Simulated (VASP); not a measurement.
Crystal: GaP.

```
CELL_PARAMETERS angstrom
0.00000 2.75254 2.75254
2.75254 0.00000 2.75254
2.75254 2.75254 0.00000
ATOMIC_POSITIONS crystal
Ga 0.00000 0.00000 0.00000
P 0.25000 0.25000 0.25000
```

Base run:

- Program: VASP 6.6.1
- Functional: PBE
- Potentials or basis: VASP PAW PBE potentials, release 64 (Ga_d, P)
- Cutoff: 520 eV
- k mesh: 8 × 8 × 8
- Occupations: gaussian, width 0.02 eV
- Spin: no spin polarisation

Its results: band gap on the k mesh 1.58 eV, direct; pressure 0.0 GPa.

Problem. The run is repeated on the same cell with these changes: functional from PBE to r2SCAN. What comes out?

Solution. Band gap on the k mesh 1.94 eV, indirect (least direct gap 2.08 eV); pressure -2.5 GPa.

r2SCAN gives the wider gap, since meta-GGAs in the generalised Kohn-Sham scheme recover part of the derivative discontinuity.

Caveats: the PAW data sets were made with another functional, which shifts forces and pressure a little (some runs).

A k mesh can miss the band edges.
